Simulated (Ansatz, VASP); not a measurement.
**Sn in VASP and in Ansatz**

The input INCAR:

```
  ALGO = Normal
  EDIFF = 1E-7
  ENCUT = 520
  GGA = PS
  ISIF = 2
  ISMEAR = -1
  LASPH = T
  LCHARG = F
  LREAL = F
  LWAVE = F
  NBANDS = 28
  NELM = 100
  PREC = Accurate
  SIGMA = 0.1
```

Contents of KPOINTS:

```
k-points
0
Gamma
  8 8 11
```

POSCAR

```
Sn
1.0
    5.5146342805      0.0000000000      0.0000000000
   -2.7573171403      4.7758133795      0.0000000000
    0.0000000000      0.0000000000      3.3594850838
Sn
3
Direct
    0.0000000000      1.0000000000      0.0000000000
    0.3333333333      0.6666666667      0.5000000000
    0.6666666667      0.3333333333      0.5000000000
```

Input for Ansatz:

```yaml
crystal:
  lattice:
    - [5.5146342805, 0.0, 0.0]
    - [-2.7573171403, 4.7758133795, 0.0]
    - [0.0, 0.0, 3.3594850838]
  atoms:
    - { symbol: Sn, position: [0.0, 1.0, 0.0] }
    - { symbol: Sn, position: [0.3333333333, 0.6666666667, 0.5] }
    - { symbol: Sn, position: [0.6666666667, 0.3333333333, 0.5] }
hamiltonian:
  xc: pbesol
  pseudopotentials:
    kind: paw
    azcp:
      Sn: "pseudopotentials/Sn.paw.azcp"
basis:
  ecutwfc: 420
  fft_grid_basis: typed
kpoints:
  mp_grid: { grid: [8, 8, 11], shift: [0, 0, 0] }
magnetization:
  spin_polarized: false
scf:
  occupations: { method: fermi_dirac, width: 0.1 }
  lower_state_search: "off"
output:
  stress: true
```

Alike in both runs: task single point; functional PBEsol; k mesh 8 × 8 × 11; occupations fermi-dirac, width 0.1 eV; no spin polarisation.

|  | VASP | Ansatz |
| --- | --- | --- |
| version | VASP 6.6.1 | Ansatz 0.2.0 |
| potentials or method | VASP PAW PBE potentials, release 64 (Sn_d), cutoff 520 eV | plane waves (420 eV) with PAW, scalar-relativistic |
| valence electrons in the cell | 42 | 42 |

Ansatz gave:

- pressure (GPa): -4.4
- traceless stress, the component that is largest in VASP (GPa): -1.23

Problem. Which values does VASP return?

Solution. Pressure (GPa): -4.5; traceless stress, the component that is largest in VASP (GPa): -1.23.

VASP's potentials were made for PBE, not for PBEsol, and Ansatz warns of the same on its side.
